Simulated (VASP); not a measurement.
# BiTe in VASP: a series of runs

BiTe is run at these levels: PBE, PBEsol; tasks: single point.

Program: VASP 6.6.1. These are calculated values, not measurements. Logs are shortened: lines on timing, memory, paths and dates and some standing lists are left out, and cuts for length are marked.

**1. The cell of the first run**

Symmetry: R-3m, No. 166, trigonal system. Conventional cell: a = 4.845 Å, b = 4.845 Å, c = 9.952 Å, α = 90.00°, β = 90.00°, γ = 120.00°. Within 4.3 Å of Bi (site symmetry -3m) lie 6 Te at 3.25 Å. Te (site symmetry -3m) has 6 Bi at 3.25 Å within 4.3 Å.

**2. Single point, PBE**

The input, INCAR:

```
SYSTEM = BiTe
PREC = Accurate
ENCUT = 500
EDIFF = 1E-6
ISMEAR = 0
SIGMA = 0.1
LREAL = .FALSE.
LASPH = .TRUE.
NELM = 120
ALGO = Normal
ISIF = 2
LWAVE = .FALSE.
LCHARG = .TRUE.
GGA = PE
LELF = .TRUE.
LVHAR = .TRUE.
NBANDS = 18
GGA_COMPAT = .FALSE.
```

The input, KPOINTS:

```
Automatic mesh
0
G
  2 2 2
  0 0 0
```

The input, POSCAR:

```
BiTe
1.0
    2.4227077728      1.3987509848      3.3172919545
   -2.4227077728      1.3987509848      3.3172919545
    0.0000000000     -2.7975019696      3.3172919545
Bi Te
1 1
Direct
    0.5000000000      0.5000000000      0.5000000000
    0.0000000000      0.0000000000      0.0000000000
```

Potentials or basis: VASP PAW PBE potentials, release 64 (Bi_d, Te).

Launch:

```console
> cat potpaw_PBE.64/Bi_d/POTCAR potpaw_PBE.64/Te/POTCAR > POTCAR
> mpirun -np 1 vasp_std > vasp.out
```

OUTCAR:

```text
SYSTEM = BiTe
   PREC = Accurate
   ENCUT = 500
   EDIFF = 1E-6
   ISMEAR = 0
   LREAL = .FALSE.
   LASPH = .TRUE.
   NELM = 120
   ISIF = 2
   GGA = PE

 ion  position               nearest neighbor table
   1  0.500  0.500  0.500-   2 3.25   2 3.25   2 3.25   2 3.25   2 3.25   2 3.25
   2  0.000  0.000  0.000-   1 3.25   1 3.25   1 3.25   1 3.25   1 3.25   1 3.25

  LATTYP: Found a trigonal (rhomboedric) cell.
 ALAT       =     4.3394058558
 COS(alpha) =     0.3765932224

  Lattice vectors:

 A1 = (   2.4227077728,   1.3987509848,   3.3172919545)
 A2 = (  -2.4227077728,   1.3987509848,   3.3172919545)
 A3 = (   0.0000000000,  -2.7975019696,   3.3172919545)

Analysis of symmetry for initial positions (statically):
=====================================================================
 Subroutine PRICEL returns:
 Original cell was already a primitive cell.

 Routine SETGRP: Setting up the symmetry group for a
 trigonal (rhombohedral) supercell.

 Subroutine GETGRP returns: Found 12 space group operations
 (whereof 12 operations were pure point group operations)
 out of a pool of 12 trial point group operations.

The static configuration has the point symmetry D_3d.

Analysis of symmetry for dynamics (positions and initial velocities):
=====================================================================
 Subroutine PRICEL returns:
 Original cell was already a primitive cell.

 Routine SETGRP: Setting up the symmetry group for a
 trigonal (rhombohedral) supercell.

 Subroutine GETGRP returns: Found 12 space group operations
 (whereof 12 operations were pure point group operations)
 out of a pool of 12 trial point group operations.

The dynamic configuration has the point symmetry D_3d.

 Subroutine INISYM returns: Found 12 space group operations
 (whereof 12 operations are pure point group operations),
 and found     1 'primitive' translations

----------------------------------------------------------------------------------------

                                     Primitive cell

  volume of cell :      67.4491

  direct lattice vectors                    reciprocal lattice vectors
     2.422707773  1.398750985  3.317291954     0.206380648  0.119153923  0.100483568
    -2.422707773  1.398750985  3.317291954    -0.206380648  0.119153923  0.100483568
     0.000000000 -2.797501970  3.317291954     0.000000000 -0.238307845  0.100483568

  length of vectors
     4.339405856  4.339405856  4.339405856     0.258626326  0.258626326  0.258626326

  position of ions in fractional coordinates (direct lattice)
     0.500000000  0.500000000  0.500000000
     0.000000000  0.000000000  0.000000000

  ion indices of the primitive-cell ions
   primitive index   ion index
                 1           1
                 2           2

----------------------------------------------------------------------------------------

 KPOINTS: Automatic mesh

Automatic generation of k-mesh.
 Grid dimensions read from file:
 generate k-points for:    2    2    2

 Generating k-lattice:

  Cartesian coordinates                     Fractional coordinates (reciprocal lattice)
     0.103190324  0.059576961  0.050241784     0.500000000  0.000000000  0.000000000
    -0.103190324  0.059576961  0.050241784     0.000000000  0.500000000  0.000000000
     0.000000000 -0.119153923  0.050241784     0.000000000  0.000000000  0.500000000

  Length of vectors
     0.129313163  0.129313163  0.129313163

  Shift w.r.t. Gamma in fractional coordinates (k-lattice)
     0.000000000  0.000000000  0.000000000

 Subroutine IBZKPT returns following result:
 ===========================================

 Found      4 irreducible k-points:

 Following reciprocal coordinates:
            Coordinates               Weight
  0.000000  0.000000  0.000000      1.000000
  0.500000 -0.000000  0.000000      3.000000
  0.500000  0.500000  0.000000      3.000000
  0.500000  0.500000  0.500000      1.000000
   k-points           NKPTS =      4   k-points in BZ     NKDIM =      4   number of bands    NBANDS=     18
   number of dos      NEDOS =    301   number of ions     NIONS =      2
   total plane-waves  NPLWV =  32768
   dimension x,y,z NGX =    32 NGY =   32 NGZ =   32
   dimension x,y,z NGXF=    64 NGYF=   64 NGZF=   64
   ions per type =               1   1
   NGX,Y,Z   is equivalent  to a cutoff of  12.26, 12.26, 12.26 a.u.
   NGXF,Y,Z  is equivalent  to a cutoff of  24.52, 24.52, 24.52 a.u.
 SYSTEM =  BiTe
   PREC   = accura    normal or accurate (medium, high low for compatibility)
   ISTART =      0    job   : 0-new  1-cont  2-samecut
   ICHARG =      2    charge: 1-file 2-atom 10-const
   ISPIN  =      1    spin polarized calculation?
   LNONCOLLINEAR =      F non collinear calculations
   LSORBIT =      F    spin-orbit coupling
   LASPH  =      T    aspherical Exc in radial PAW
   ENCUT  =  500.0 eV  36.75 Ry    6.06 a.u.   7.91  7.91  7.91*2*pi/ulx,y,z
   NELM   =    120;   NELMIN=  2; NELMDL= -5     # of ELM steps
   EDIFF  = 0.1E-05   stopping-criterion for ELM
   LREAL  =      F    real-space projection
   EDIFFG = 0.1E-04   stopping-criterion for IOM
   NSW    =      0    number of steps for IOM
   IBRION =     -1    ionic relax: 0-MD 1-quasi-New 2-CG
   NFREE  =      0    steps in history (QN), initial steepest desc. (CG)
   ISIF   =      2    stress and relaxation
   ISYM   =      2    0-nonsym 1-usesym 2-fastsym
   POTIM  = 0.5000    time-step for ionic-motion
   TEBEG  =    0.0;   TEEND  =   0.0 temperature during run
   PSTRESS=    0.0 pullay stress
   NELECT =      21.0000    total number of electrons
   NUPDOWN=      -1.0000    fix difference up-down
   EMIN   =  10.00;   EMAX   =-10.00  energy-range for DOS
   EFERMI =   0.00;   METHOD = LEGACY
   ISMEAR =     0;   SIGMA  =   0.10  broadening in eV -4-tet -1-fermi 0-gaus
   EFERMI_NEDOS =   21; number of points for ismear=-14 and -15
   IALGO  =     38    algorithm
   IMIX   =      4    mixing-type and parameters
     AMIX     =   0.40;   BMIX     =  1.00
     AMIX_MAG =   1.60;   BMIX_MAG =  1.00
  volume/ion in A,a.u.               =      33.72       227.58
  Fermi-wavevector in a.u.,A,eV,Ry     =   1.109573  2.096789 16.750837  1.231152
  Thomas-Fermi vector in A             =   2.246114
   LORBIT       =      0    0 simple, 1 ext, 2 COOP (PROOUT), +10 PAW based schemes
   GGA     = PE    functional components
   LHFCALC =     F    Hartree Fock is set to
   AEXX    =    0.0000 exact exchange contribution
   IVDW    =     0    specifies the selected vdW correction
   LEPSILON=     F    determine dielectric tensor
   LRPA    =     F    only Hartree local field effects (RPA)
 non-spin polarized calculation
 Gauss-broadening in eV      SIGMA  =   0.10
  energy-cutoff  :      500.00
  volume of cell :       67.45
 maximum number of plane-waves:      1728
 NGX is ok and might be reduce to    32
   NGX = 15   NGY = 15   NGZ = 15

 number of electron      20.9999996 magnetization

 Free energy of the ion-electron system (eV)
  ---------------------------------------------------
  ext. energy  EPLUGINS =         0.00000000
  ---------------------------------------------------
  free energy    TOTEN  =        -6.08625590 eV

  energy without entropy =       -6.05249003  energy(sigma->0) =       -6.06937297

 E-fermi :   5.7630     XC(G=0):  -9.4799

 val. band max:        5.6864005295   @ k =   0.5000  -0.0000   0.0000
 cond. band min:       5.7689594570   @ k =   0.5000  -0.0000   0.0000
 fundamental gap:      0.0825589276
 Fermi energy:         5.7630139929

 k-point     1 :       0.0000    0.0000    0.0000
  band No.  band energies     occupation
      1     -16.8894      2.00000
      2     -16.8894      2.00000
      3     -16.8078      2.00000
      4     -16.8078      2.00000
      5     -16.7744      2.00000
      6      -6.7972      2.00000
[... 10 lines left out ...]
     17      13.3320      0.00000
     18      13.5737      0.00000

 k-point     2 :       0.5000   -0.0000    0.0000
  band No.  band energies     occupation
      1     -16.8895      2.00000
      2     -16.8878      2.00000
      3     -16.8124      2.00000
      4     -16.8006      2.00000
      5     -16.7719      2.00000
      6      -4.8431      2.00000
[... 10 lines left out ...]
     17      14.4885      0.00000
     18      17.3354      0.00000

 k-point     3 :       0.5000    0.5000    0.0000
  band No.  band energies     occupation
      1     -16.8952      2.00000
      2     -16.8850      2.00000
      3     -16.8118      2.00000
      4     -16.7932      2.00000
      5     -16.7726      2.00000
      6      -5.0012      2.00000
[... 10 lines left out ...]
     17      16.8507      0.00000
     18      16.9384      0.00000

 k-point     4 :       0.5000    0.5000    0.5000
  band No.  band energies     occupation
      1     -16.8927      2.00000
      2     -16.8927      2.00000
      3     -16.7959      2.00000
      4     -16.7959      2.00000
      5     -16.7768      2.00000
      6      -4.4478      2.00000
[... 10 lines left out ...]
     17      15.7615      0.00000
     18      16.6872      0.00000

------------------------ aborting loop because EDIFF is reached ----------------------------------------

  FORCE on cell =-STRESS in cart. coord.  units (eV):
  Direction    XX          YY          ZZ          XY          YZ          ZX
  --------------------------------------------------------------------------------------
  -------------------------------------------------------------------------------------
  Total        2.9722984      2.9722984     -1.5136589      0.0000000      0.0000000      0.0000000
  in kB       70.6035621     70.6035621    -35.9552419      0.0000000      0.0000000      0.0000000
  external PRESSURE =      35.0839608 kB  Pullay stress =       0.0000000 kB

 VOLUME and BASIS-vectors are now :
 -----------------------------------------------------------------------------
  energy-cutoff  :      500.00
  volume of cell :       67.45
      direct lattice vectors                 reciprocal lattice vectors
     2.422707773  1.398750985  3.317291954     0.206380648  0.119153923  0.100483568
    -2.422707773  1.398750985  3.317291954    -0.206380648  0.119153923  0.100483568
     0.000000000 -2.797501970  3.317291954     0.000000000 -0.238307845  0.100483568

 POSITION                                       TOTAL-FORCE (eV/Angst)
 -----------------------------------------------------------------------------------
      0.00000      0.00000      4.97594        -0.000000     -0.000000      0.000000
      0.00000      0.00000      0.00000         0.000000      0.000000     -0.000000
 -----------------------------------------------------------------------------------
    total drift:                               -0.000000      0.000000     -0.000000

  FREE ENERGIE OF THE ION-ELECTRON SYSTEM (eV)
  ---------------------------------------------------
  free  energy   TOTEN  =        -6.0862558957 eV

  energy  without entropy=       -6.0524900347  energy(sigma->0) =       -6.06937297
```

It took 7 s on 1 thread of Intel Xeon 6975P-C, shared host; peak memory 0.17 GiB.

What came out:

```yaml
Free_energy: -6.0863 eV
Pressure: 3.5 GPa
```

Levels at points of the mesh, in eV from the Fermi level:
| k point | band 7 | band 8 | band 9 | band 10 | band 11 | band 12 | band 13 | band 14 |
| --- | --- | --- | --- | --- | --- | --- | --- | --- |
| (0.00, 0.00, 0.00) | -7.35 | -1.94 | -1.94 | -0.61 | 2.78 | 3.37 | 3.37 | 4.99 |
| (0.50, 0.00, 0.00) | -10.47 | -0.83 | -0.79 | -0.08 | 0.01 | 0.18 | 1.13 | 7.61 |
| (0.50, 0.50, 0.00) | -9.05 | -4.67 | -3.54 | -2.34 | 3.32 | 4.00 | 4.49 | 5.50 |
| (0.50, 0.50, 0.50) | -10.11 | -1.30 | -1.30 | -1.26 | -0.66 | -0.47 | -0.47 | 8.94 |

Caveat: the k points lie up to 0.81 Å⁻¹ apart; spin-orbit coupling is left out, which moves the levels of the heavy elements.

**3. Single point, PBE**

The input, INCAR:

```
PREC = Accurate ; ENCUT = 500
EDIFF = 1E-6 ; ISMEAR = 0
SIGMA = 0.1 ; LREAL = False
LASPH = True ; NELM = 120
ALGO = Normal ; ISIF = 2
LWAVE = False ; LCHARG = False
GGA = PE ; NBANDS = 18
GGA_COMPAT = False
```

The input, KPOINTS:

```
Automatic mesh
0
Gamma
  3 3 3
  0.5 0.5 0.5
```

POSCAR is that of step 2.

Potentials or basis: VASP PAW PBE potentials, release 64 (Bi_d, Te).

Launch:

```console
> cat potpaw_PBE.64/Bi_d/POTCAR potpaw_PBE.64/Te/POTCAR > POTCAR
> mpirun -np 1 vasp_std > vasp.out
```

OUTCAR:

```text
PREC = Accurate
   ENCUT = 500
   EDIFF = 1E-6
   ISMEAR = 0
   LREAL = False
   LASPH = True
   NELM = 120
   ISIF = 2
   GGA = PE

 ion  position               nearest neighbor table
   1  0.500  0.500  0.500-   2 3.25   2 3.25   2 3.25   2 3.25   2 3.25   2 3.25
   2  0.000  0.000  0.000-   1 3.25   1 3.25   1 3.25   1 3.25   1 3.25   1 3.25

  LATTYP: Found a trigonal (rhomboedric) cell.
 ALAT       =     4.3394058558
 COS(alpha) =     0.3765932224

  Lattice vectors:

 A1 = (   2.4227077728,   1.3987509848,   3.3172919545)
 A2 = (  -2.4227077728,   1.3987509848,   3.3172919545)
 A3 = (   0.0000000000,  -2.7975019696,   3.3172919545)

Analysis of symmetry for initial positions (statically):
=====================================================================
 Subroutine PRICEL returns:
 Original cell was already a primitive cell.

 Routine SETGRP: Setting up the symmetry group for a
 trigonal (rhombohedral) supercell.

 Subroutine GETGRP returns: Found 12 space group operations
 (whereof 12 operations were pure point group operations)
 out of a pool of 12 trial point group operations.

The static configuration has the point symmetry D_3d.
[... 138 lines left out ...]
  free energy    TOTEN  =        -7.29553747 eV

  energy without entropy =       -7.28420285  energy(sigma->0) =       -7.28987016

 E-fermi :   6.3816     XC(G=0):  -9.4773

 val. band max:        6.3276917353   @ k =   0.5000   0.1667   0.1667
 cond. band min:       6.6905831685   @ k =  -0.1667   0.5000   0.1667
 fundamental gap:      0.3628914332
 Fermi energy:         6.3815597517

 k-point     1 :       0.1667    0.1667    0.1667
  band No.  band energies     occupation
      1     -16.6204      2.00000
      2     -16.6204      2.00000
      3     -16.6181      2.00000
      4     -16.6181      2.00000
      5     -16.6128      2.00000
      6      -6.5125      2.00000
[... 103 lines left out ...]
      5     -16.6052      2.00000
      6      -4.5177      2.00000
[... 10 lines left out ...]
     17      15.7397      0.00000
     18      16.6913      0.00000

------------------------ aborting loop because EDIFF is reached ----------------------------------------

  FORCE on cell =-STRESS in cart. coord.  units (eV):
  Direction    XX          YY          ZZ          XY          YZ          ZX
  --------------------------------------------------------------------------------------
  -------------------------------------------------------------------------------------
  Total       -0.0257868     -0.0257868     -0.3687368      0.0000000     -0.0000000      0.0000000
  in kB       -0.6125354     -0.6125354     -8.7589214      0.0000000     -0.0000000      0.0000000
  external PRESSURE =      -3.3279974 kB  Pullay stress =       0.0000000 kB

 VOLUME and BASIS-vectors are now :
 -----------------------------------------------------------------------------
  energy-cutoff  :      500.00
  volume of cell :       67.45
      direct lattice vectors                 reciprocal lattice vectors
     2.422707773  1.398750985  3.317291954     0.206380648  0.119153923  0.100483568
    -2.422707773  1.398750985  3.317291954    -0.206380648  0.119153923  0.100483568
     0.000000000 -2.797501970  3.317291954     0.000000000 -0.238307845  0.100483568

 POSITION                                       TOTAL-FORCE (eV/Angst)
 -----------------------------------------------------------------------------------
      0.00000      0.00000      4.97594        -0.000000     -0.000000      0.000000
      0.00000      0.00000      0.00000         0.000000      0.000000     -0.000000
 -----------------------------------------------------------------------------------
    total drift:                               -0.000000      0.000000     -0.000000

  FREE ENERGIE OF THE ION-ELECTRON SYSTEM (eV)
  ---------------------------------------------------
  free  energy   TOTEN  =        -7.2955374728 eV

  energy  without entropy=       -7.2842028521  energy(sigma->0) =       -7.28987016
```

stdout:

```text
POSCAR found type information on POSCAR BiTe
 POSCAR found :  2 types and       2 ions
 scaLAPACK will be used
 LDA part: xc-table for (Slater+PW92), standard interpolation
 POSCAR, INCAR and KPOINTS ok, starting setup
 FFT: planning ... GRIDC
 FFT: planning ... GRID_SOFT
 FFT: planning ... GRID
 WAVECAR not read
 entering main loop
```

Run time: 6.7 s. Hardware: 1 thread of Intel Xeon 6975P-C, shared host; peak memory 0.18 GiB.

Results:

```yaml
Free_energy: -7.2955 eV
Pressure: -0.3 GPa
```

Levels at points of the mesh, in eV from the Fermi level:
| k point | band 8 | band 9 | band 10 | band 11 | band 12 | band 13 |
| --- | --- | --- | --- | --- | --- | --- |
| (0.50, 0.50, 0.50) | -2.03 | -2.03 | -1.92 | -1.29 | -0.99 | -0.99 |

Caveat: the k points lie up to 0.54 Å⁻¹ apart; spin-orbit coupling is left out, which moves the levels of the heavy elements.

(Continued in part 2 of 2.)
